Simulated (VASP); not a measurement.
Here is a VASP 6.6.1 calculation.

The input INCAR:

```
SYSTEM = CaSe
  PREC = Accurate
  ENCUT = 500
  EDIFF = 1E-6
  ISMEAR = 0
  SIGMA = 0.01
  LREAL = .False.
  LASPH = .True.
  NELM = 120
  ALGO = Normal
  ISIF = 2
  LWAVE = .False.
  LCHARG = .True.
  GGA = PE
  LELF = .True.
  LVHAR = .True.
  NBANDS = 15
  GGA_COMPAT = .False.
```

The input KPOINTS:

```
Automatic mesh
0
Gamma
  3 3 3
  0 0 0
```

POSCAR

```
CaSe
1.0
    0.0000000000      2.9124220700      2.9124220700
    2.9124220700      0.0000000000      2.9124220700
    2.9124220700      2.9124220700      0.0000000000
Ca Se
1 1
Direct
    0.0000000000      0.0000000000      0.0000000000
    0.5000000000      0.5000000000      0.5000000000
```

Potentials or basis: VASP PAW PBE potentials, release 64 (Ca_sv, Se).

Command:

```console
$ cat potpaw_PBE.64/Ca_sv/POTCAR potpaw_PBE.64/Se/POTCAR > POTCAR
$ mpirun -np 1 vasp_std > vasp.out
```

(1) Estimate the pressure.

(2) What does it give for the band gap on the k mesh?

Answers

(1) 4.6 GPa.

(2) 2.20 eV, indirect (least direct gap 3.05 eV).

Caveat: the k points lie up to 0.62 Å⁻¹ apart.
